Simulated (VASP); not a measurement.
Wanted: the native input for a VASP 6.6.1 run.

| Quantity | Value |
| --- | --- |
| Task | relaxation of cell and atoms |
| Functional | PBE |
| Potentials or basis | VASP PAW PBE potentials, release 64 (As, Se) |
| Cutoff | 600 eV |
| k mesh | 8 × 8 × 8 |
| Occupations | gaussian, width 0.1 eV |
| Spin | no spin polarisation |
| Dipole correction | no |
| Further INCAR settings | ALGO = Normal; EDIFF = 1e-06; IBRION = 2; EDIFFG = -0.01; NSW = 100; ISIF = 3 |

The structure of AsSe4 lies in POSCAR:

```
AsSe4
1.0
   -3.2120553833      3.2120553833      3.2120553833
    3.2120553833     -3.2120553833      3.2120553833
    3.2120553833      3.2120553833     -3.2120553833
As Se
1 4
Direct
    0.0000000000      0.0000000000      0.0000000000
    0.4367677988      0.4367677988      0.4367677988
    0.5632322012      0.0000000000      0.0000000000
    0.0000000000      0.0000000000      0.5632322012
    0.0000000000      0.5632322012      0.0000000000
```

The cell was generated, and may not be a known phase.

These files were run (other wordings do the same):

INCAR

```
SYSTEM = AsSe4
PREC     = Accurate       ! precision mode
ENCUT    = 600            ! plane-wave cutoff, eV
EDIFF    = 1E-6           ! SCF threshold, eV
ISMEAR   = 0              ! smearing method
SIGMA    = 0.1            ! smearing width, eV
LREAL    = .FALSE.        ! projectors in reciprocal space
LASPH    = .TRUE.         ! aspherical terms in the spheres
NELM     = 80             ! most SCF steps
ALGO     = Normal         ! electronic algorithm
ISIF     = 3              ! what is computed and relaxed
LWAVE    = .FALSE.        ! write WAVECAR
LCHARG   = .FALSE.        ! write CHGCAR
GGA      = PE             ! functional
IBRION   = 2              ! ionic algorithm
NSW      = 100            ! ionic steps
EDIFFG   = -0.01          ! ionic threshold
```

KPOINTS

```
regular mesh
0
G
  8 8 8
  0 0 0
```

Potentials or basis: VASP PAW PBE potentials, release 64 (As, Se).

Run with:

```console
$ cat potpaw_PBE.64/As/POTCAR potpaw_PBE.64/Se/POTCAR > POTCAR
$ mpirun -np 1 vasp_std > vasp.out
```

Results of the run:

```json
{"Relaxed volume": "26.75 Å³/atom", "Relaxed cell": "a = 5.580 Å, b = 5.580 Å, c = 5.580 Å, α = 109.47°, β = 109.47°, γ = 109.47°", "Space group after relaxing (to 0.1 Å)": "I-43m (No. 217)", "Energy gained by relaxing": "1.4 meV/atom", "Ionic steps": "5", "Pressure after relaxing": "0.0 GPa", "Largest force after relaxing": "0.004 eV/Å", "Band gap on the k mesh": "zero (an odd number of electrons rules out a gap without spin polarisation)"}
```

Run time: 2.5 min on 1 thread of Intel(R) Xeon(R) 6975P-C (Granite Rapids), on a shared host, peak memory 0.38 GiB.
